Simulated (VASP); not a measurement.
# PbSe (Cmcm) in VASP: single point with PBE

Aim: the single point of PbSe with PBE.

All numbers are computed with VASP 6.6.1; they aren't measurements. Logs are shortened: lines on timing, memory, paths and dates and some standing lists are left out, and cuts for length are marked.

## (1) The cell of the first run

Symmetry: Cmcm, No. 63, orthorhombic system. Conventional cell: a = 4.131 Å, b = 12.539 Å, c = 4.298 Å, α = 90.00°, β = 90.00°, γ = 90.00°. Pb (site symmetry m2m) has 7 Se at 2.98 to 3.88 Å and 10 Pb at 3.90 to 4.30 Å within 4.3 Å. Within 4.3 Å of Se (site symmetry m2m) lie 7 Pb at 2.98 to 3.88 Å and 10 Se at 3.95 to 4.30 Å.

## (2) Single point, PBE (strained)

Input file INCAR:

```
SYSTEM = PbSe
PREC     = Accurate       ! precision mode
ENCUT    = 500            ! plane-wave cutoff, eV
EDIFF    = 1E-6           ! SCF threshold, eV
ISMEAR   = 0              ! smearing method
SIGMA    = 0.02           ! smearing width, eV
LREAL    = .FALSE.        ! projectors in reciprocal space
LASPH    = .TRUE.         ! aspherical terms in the spheres
NELM     = 120            ! most SCF steps
ALGO     = Normal         ! electronic algorithm
ISIF     = 2              ! what is computed and relaxed
LWAVE    = .FALSE.        ! write WAVECAR
LCHARG   = .FALSE.        ! write CHGCAR
GGA      = PE             ! functional
NBANDS   = 28             ! bands
GGA_COMPAT= .FALSE.
```

Input file KPOINTS:

```
Automatic mesh
0
G
  8 8 6
  0 0 0
```

Input file POSCAR:

```
PbSe
1.0
    2.0654276627     -6.2695075864      0.0000000000
    2.0654276627      6.2695075864      0.0000000000
    0.0000000000      0.0000000000      4.2978861455
Pb Se
2 2
Direct
    0.6299612994      0.3700387006      0.7500000000
    0.3700387006      0.6299612994      0.2500000000
    0.8679684469      0.1320315531      0.7500000000
    0.1320315531      0.8679684469      0.2500000000
```

Potentials or basis: VASP PAW PBE potentials, release 64 (Pb_d, Se).

On the command line:

```sh
$ cat potpaw_PBE.64/Pb_d/POTCAR potpaw_PBE.64/Se/POTCAR > POTCAR
$ mpirun -np 1 vasp_std > vasp.out
```

OUTCAR:

```text
SYSTEM = PbSe
   PREC = Accurate
   ENCUT = 500
   EDIFF = 1E-6
   ISMEAR = 0
   LREAL = .FALSE.
   LASPH = .TRUE.
   NELM = 120
   ISIF = 2
   GGA = PE

 ion  position               nearest neighbor table
   1  0.630  0.370  0.750-   4 2.98   4 2.98   4 2.98   4 2.98   3 2.98   2 3.90   2 3.90
   2  0.370  0.630  0.250-   3 2.98   3 2.98   3 2.98   3 2.98   4 2.98   1 3.90   1 3.90
   3  0.868  0.132  0.750-   2 2.98   2 2.98   2 2.98   2 2.98   1 2.98
   4  0.132  0.868  0.250-   1 2.98   1 2.98   1 2.98   1 2.98   2 2.98

  LATTYP: Found a base centered orthorhombic cell.
 ALAT       =     4.1308553254
 B/A-ratio  =     3.0354525117
 C/A-ratio  =     1.0404349237

  Lattice vectors:

 A1 = (   2.0654276627,  -6.2695075864,   0.0000000000)
 A2 = (   2.0654276627,   6.2695075864,   0.0000000000)
 A3 = (   0.0000000000,   0.0000000000,   4.2978861455)

Analysis of symmetry for initial positions (statically):
=====================================================================
 Subroutine PRICEL returns:
 Original cell was already a primitive cell.

 Routine SETGRP: Setting up the symmetry group for a
 base centered orthorhombic supercell.

 Subroutine GETGRP returns: Found  8 space group operations
 (whereof  4 operations were pure point group operations)
 out of a pool of  8 trial point group operations.

The static configuration has the point symmetry C_2h.
 The point group associated with its full space group is D_2h.

Analysis of symmetry for dynamics (positions and initial velocities):
=====================================================================
 Subroutine PRICEL returns:
 Original cell was already a primitive cell.

 Routine SETGRP: Setting up the symmetry group for a
 base centered orthorhombic supercell.

 Subroutine GETGRP returns: Found  8 space group operations
 (whereof  4 operations were pure point group operations)
 out of a pool of  8 trial point group operations.

The dynamic configuration has the point symmetry C_2h.
 The point group associated with its full space group is D_2h.

 Subroutine INISYM returns: Found  8 space group operations
 (whereof  4 operations are pure point group operations),
 and found     1 'primitive' translations

----------------------------------------------------------------------------------------

                                     Primitive cell

  volume of cell :     111.3085

  direct lattice vectors                    reciprocal lattice vectors
     2.065427663 -6.269507586  0.000000000     0.242080616 -0.079751080  0.000000000
     2.065427663  6.269507586  0.000000000     0.242080616  0.079751080  0.000000000
     0.000000000  0.000000000  4.297886145     0.000000000  0.000000000  0.232672520

  length of vectors
     6.600963324  6.600963324  4.297886145     0.254878911  0.254878911  0.232672520

  position of ions in fractional coordinates (direct lattice)
     0.629961299  0.370038701  0.750000000
     0.370038701  0.629961299  0.250000000
     0.867968447  0.132031553  0.750000000
     0.132031553  0.867968447  0.250000000

  ion indices of the primitive-cell ions
   primitive index   ion index
                 1           1
                 2           2
                 3           3
                 4           4

----------------------------------------------------------------------------------------

 KPOINTS: Automatic mesh

Automatic generation of k-mesh.
 Grid dimensions read from file:
 generate k-points for:    8    8    6

 Generating k-lattice:

  Cartesian coordinates                     Fractional coordinates (reciprocal lattice)
     0.030260077 -0.009968885  0.000000000     0.125000000  0.000000000  0.000000000
     0.030260077  0.009968885  0.000000000     0.000000000  0.125000000  0.000000000
     0.000000000  0.000000000  0.038778753     0.000000000  0.000000000  0.166666667

  Length of vectors
     0.031859864  0.031859864  0.038778753

  Shift w.r.t. Gamma in fractional coordinates (k-lattice)
     0.000000000  0.000000000  0.000000000

 Subroutine IBZKPT returns following result:
 ===========================================

 Found     84 irreducible k-points:

 Following reciprocal coordinates:
            Coordinates               Weight
  0.000000  0.000000  0.000000      1.000000
  0.125000  0.000000  0.000000      4.000000
  0.250000  0.000000  0.000000      4.000000
  0.375000  0.000000  0.000000      4.000000
  0.500000  0.000000  0.000000      2.000000
  0.125000  0.125000  0.000000      2.000000
[... 16 lines left out ...]
  0.125000  0.000000  0.166667      8.000000
  0.250000  0.000000  0.166667      8.000000
 [... further k-points ...]
   k-points           NKPTS =     84   k-points in BZ     NKDIM =     84   number of bands    NBANDS=     28
   number of dos      NEDOS =    301   number of ions     NIONS =      4
   total plane-waves  NPLWV =  73728
   dimension x,y,z NGX =    48 NGY =   48 NGZ =   32
   dimension x,y,z NGXF=    96 NGYF=   96 NGZF=   64
   ions per type =               2   2
   NGX,Y,Z   is equivalent  to a cutoff of  12.09, 12.09, 12.38 a.u.
   NGXF,Y,Z  is equivalent  to a cutoff of  24.18, 24.18, 24.76 a.u.
 SYSTEM =  PbSe
   PREC   = accura    normal or accurate (medium, high low for compatibility)
   ISTART =      0    job   : 0-new  1-cont  2-samecut
   ICHARG =      2    charge: 1-file 2-atom 10-const
   ISPIN  =      1    spin polarized calculation?
   LNONCOLLINEAR =      F non collinear calculations
   LSORBIT =      F    spin-orbit coupling
   LASPH  =      T    aspherical Exc in radial PAW
   ENCUT  =  500.0 eV  36.75 Ry    6.06 a.u.  12.04 12.04  7.84*2*pi/ulx,y,z
   NELM   =    120;   NELMIN=  2; NELMDL= -5     # of ELM steps
   EDIFF  = 0.1E-05   stopping-criterion for ELM
   LREAL  =      F    real-space projection
   EDIFFG = 0.1E-04   stopping-criterion for IOM
   NSW    =      0    number of steps for IOM
   IBRION =     -1    ionic relax: 0-MD 1-quasi-New 2-CG
   NFREE  =      0    steps in history (QN), initial steepest desc. (CG)
   ISIF   =      2    stress and relaxation
   ISYM   =      2    0-nonsym 1-usesym 2-fastsym
   POTIM  = 0.5000    time-step for ionic-motion
   TEBEG  =    0.0;   TEEND  =   0.0 temperature during run
   PSTRESS=    0.0 pullay stress
   NELECT =      40.0000    total number of electrons
   NUPDOWN=      -1.0000    fix difference up-down
   EMIN   =  10.00;   EMAX   =-10.00  energy-range for DOS
   EFERMI =   0.00;   METHOD = LEGACY
   ISMEAR =     0;   SIGMA  =   0.02  broadening in eV -4-tet -1-fermi 0-gaus
   EFERMI_NEDOS =   21; number of points for ismear=-14 and -15
   IALGO  =     38    algorithm
   IMIX   =      4    mixing-type and parameters
     AMIX     =   0.40;   BMIX     =  1.00
     AMIX_MAG =   1.60;   BMIX_MAG =  1.00
  volume/ion in A,a.u.               =      27.83       187.79
  Fermi-wavevector in a.u.,A,eV,Ry     =   1.163908  2.199468 18.431571  1.354682
  Thomas-Fermi vector in A             =   2.300452
   LORBIT       =      0    0 simple, 1 ext, 2 COOP (PROOUT), +10 PAW based schemes
   GGA     = PE    functional components
   LHFCALC =     F    Hartree Fock is set to
   AEXX    =    0.0000 exact exchange contribution
   IVDW    =     0    specifies the selected vdW correction
   LEPSILON=     F    determine dielectric tensor
   LRPA    =     F    only Hartree local field effects (RPA)
 non-spin polarized calculation
 Gauss-broadening in eV      SIGMA  =   0.02
  energy-cutoff  :      500.00
  volume of cell :      111.31
 maximum number of plane-waves:      2856
   NGX = 25   NGY = 25   NGZ = 15

 number of electron      39.9999998 magnetization

 Free energy of the ion-electron system (eV)
  ---------------------------------------------------
  ext. energy  EPLUGINS =         0.00000000
  ---------------------------------------------------
  free energy    TOTEN  =       -15.96965239 eV

  energy without entropy =      -15.96965239  energy(sigma->0) =      -15.96965239

 E-fermi :   5.4012     XC(G=0):  -9.6928

 val. band max:        5.2972188951   @ k =   0.0000   0.0000   0.5000
 cond. band min:       5.5587106180   @ k =   0.3750   0.3750   0.0000
 fundamental gap:      0.2614917229
 Fermi energy:         5.4012100631

 k-point     1 :       0.0000    0.0000    0.0000
  band No.  band energies     occupation
      1     -11.6630      2.00000
      2     -11.5725      2.00000
      3     -11.5562      2.00000
      4     -11.5288      2.00000
      5     -11.5129      2.00000
      6     -11.5128      2.00000
[... 20 lines left out ...]
     27      11.0360      0.00000
     28      11.5756      0.00000

 k-point     2 :       0.1250    0.0000    0.0000
  band No.  band energies     occupation
      1     -11.6520      2.00000
      2     -11.5669      2.00000
      3     -11.5546      2.00000
      4     -11.5231      2.00000
      5     -11.5148      2.00000
      6     -11.5105      2.00000
[... 20 lines left out ...]
     27      10.7336      0.00000
     28      11.7418      0.00000

 k-point     3 :       0.2500    0.0000    0.0000
  band No.  band energies     occupation
      1     -11.6249      2.00000
      2     -11.5579      2.00000
      3     -11.5512      2.00000
      4     -11.5269      2.00000
      5     -11.5216      2.00000
      6     -11.5122      2.00000
[... 20 lines left out ...]
     27      11.8060      0.00000
     28      12.3748      0.00000

 k-point     4 :       0.3750    0.0000    0.0000
  band No.  band energies     occupation
      1     -11.5944      2.00000
      2     -11.5579      2.00000
      3     -11.5498      2.00000
      4     -11.5371      2.00000
      5     -11.5359      2.00000
      6     -11.5186      2.00000
[... 578 lines left out ...]
     27      10.6859      0.00000
     28      12.2286      0.00000

 k-point    23 :       0.1250    0.0000    0.1667
  band No.  band energies     occupation
      1     -11.6378      2.00000
      2     -11.5660      2.00000
      3     -11.5527      2.00000
      4     -11.5251      2.00000
      5     -11.5204      2.00000
      6     -11.5132      2.00000
[... 20 lines left out ...]
     27      11.7507      0.00000
     28      12.4038      0.00000

 k-point    24 :       0.2500    0.0000    0.1667
  band No.  band energies     occupation
      1     -11.6198      2.00000
      2     -11.5604      2.00000
      3     -11.5508      2.00000
      4     -11.5388      2.00000
      5     -11.5273      2.00000
      6     -11.5167      2.00000
[... 20 lines left out ...]
     27      11.9810      0.00000
     28      12.6793      0.00000

 [... further k-points ...]
[... 5 lines left out ...]
  --------------------------------------------------------------------------------------
  -------------------------------------------------------------------------------------
  Total        4.5541231     -1.0040347      4.6882139      0.0000000      0.0000000      0.0000000
  in kB       65.5521626    -14.4521010     67.4822689      0.0000000      0.0000000      0.0000000
  external PRESSURE =      39.5274435 kB  Pullay stress =       0.0000000 kB

 VOLUME and BASIS-vectors are now :
 -----------------------------------------------------------------------------
  energy-cutoff  :      500.00
  volume of cell :      111.31
      direct lattice vectors                 reciprocal lattice vectors
     2.065427663 -6.269507586  0.000000000     0.242080616 -0.079751080  0.000000000
     2.065427663  6.269507586  0.000000000     0.242080616  0.079751080  0.000000000
     0.000000000  0.000000000  4.297886145     0.000000000  0.000000000  0.232672520

 POSITION                                       TOTAL-FORCE (eV/Angst)
 -----------------------------------------------------------------------------------
      2.06543     -1.62959      3.22341         0.000000     -0.185706      0.000000
      2.06543      1.62959      1.07447         0.000000      0.185706      0.000000
      2.06543     -4.61396      3.22341         0.000000      0.279378     -0.000000
      2.06543      4.61396      1.07447         0.000000     -0.279378     -0.000000
 -----------------------------------------------------------------------------------
    total drift:                                0.000000     -0.000000      0.000000

  FREE ENERGIE OF THE ION-ELECTRON SYSTEM (eV)
  ---------------------------------------------------
  free  energy   TOTEN  =       -15.9696523910 eV

  energy  without entropy=      -15.9696523910  energy(sigma->0) =      -15.96965239
```

It took 4.8 min on 1 thread of Oxide Virtual Turin-like, shared host; peak memory 0.35 GiB.

Results:

```yaml
Free_energy: -15.9697 eV
Pressure: 4.0 GPa
Largest_force: 0.279 eV/Å
Band_gap_on_the_k_mesh: 0.26 eV (least direct gap 0.85 eV)
```

Forces on the atoms (eV/Å):
```
Pb   0.000 -0.186  0.000
Pb   0.000  0.186  0.000
Se   0.000  0.279  0.000
Se   0.000 -0.279  0.000
```

Levels at points of the mesh, in eV from the valence-band top:
| k point | band 17 | band 18 | band 19 | band 20 | band 21 | band 22 | band 23 | band 24 |
| --- | --- | --- | --- | --- | --- | --- | --- | --- |
| (0.00, 0.00, 0.00) | -2.61 | -2.29 | -2.14 | -0.84 | 3.78 | 3.88 | 4.59 | 5.10 |
| (0.50, 0.00, 0.00) | -1.64 | -1.31 | -0.57 | -0.27 | 1.05 | 1.09 | 1.46 | 1.70 |
| (0.50, 0.50, 0.00) | -2.67 | -2.42 | -1.82 | -1.67 | 0.91 | 3.69 | 4.28 | 4.69 |
| (0.00, 0.00, 0.50) | -1.26 | -1.26 | 0.00 | 0.00 | 1.19 | 1.19 | 2.11 | 2.11 |
| (0.50, 0.00, 0.50) | -4.05 | -4.05 | -1.84 | -1.84 | 2.34 | 2.34 | 5.51 | 5.51 |
| (0.50, 0.50, 0.50) | -1.36 | -1.36 | -0.44 | -0.44 | 0.70 | 0.70 | 2.43 | 2.43 |

Caveat: the cell differs from its parent crystal (strained); the stress differs along the axes, from -1 to 7 GPa; spin-orbit coupling is left out, which moves the levels of the heavy elements.
